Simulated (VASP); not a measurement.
Input of a VASP 6.6.1 run:

POSCAR

```
MgF2
1.0
    4.5757958346      0.0000000000      0.0000000000
    0.0000000000      4.5757958346      0.0000000000
    0.0000000000      0.0000000000      3.0661825749
Mg F
2 4
Direct
    0.0000000000      0.0000000000      0.0000000000
    0.5000000000      0.5000000000      0.5000000000
    0.3031370265      0.3031370265      0.0000000000
    0.1968629735      0.8031370265      0.5000000000
    0.8031370265      0.1968629735      0.5000000000
    0.6968629735      0.6968629735      0.0000000000
```

Contents of INCAR.step1:

```
SYSTEM = MgF2
ALGO = Normal ; EDIFF = 1E-5
ENCUT = 520 ; GGA = PE
GGA_COMPAT = .False. ; ISIF = 2
ISMEAR = 0 ; KPAR = 4
LASPH = .True. ; LREAL = .False.
LWAVE = .True. ; NBANDS = 25
NELM = 120 ; PREC = Accurate
SIGMA = 0.01
```

File INCAR.step2:

```
SYSTEM = MgF2
ALGO = Normal ; EDIFF = 1E-6
ENCUT = 520 ; GGA = PE
GGA_COMPAT = .False. ; HFSCREEN = 0.2079
ISIF = 2 ; ISMEAR = 0
ISTART = 1 ; KPAR = 4
LASPH = .True. ; LCHARG = .True.
LHFCALC = .True. ; LREAL = .False.
LVHAR = .True. ; LWAVE = .False.
NBANDS = 25 ; NELM = 120
PREC = Accurate ; PRECFOCK = Normal
SIGMA = 0.01
```

KPOINTS

```
k-points
0
Gamma
  4 4 6
  0 0 0
```

Potentials or basis: VASP PAW PBE potentials, release 64 (Mg, F).

The run is started by

```bash
$ cat potpaw_PBE.64/Mg/POTCAR potpaw_PBE.64/F/POTCAR > POTCAR
$ cp INCAR.step1 INCAR
$ mpirun -np 4 vasp_std > vasp.out
$ cp INCAR.step2 INCAR
$ mpirun -np 4 vasp_std > vasp.out
```

Problem. What does it give for the band gap on the k mesh?

Solution. 9.48 eV.

Problem. Predict the largest force.

Solution. 0.014 eV/Å.

Stress tensor (GPa, compression positive):
```
2.80 0.00 0.00
0.00 2.80 0.00
0.00 0.00 0.67
```

Caveat: the cell differs from its parent crystal (epitaxial xy strain -1.0%); the PAW data sets were made with another functional, which shifts forces and pressure a little.
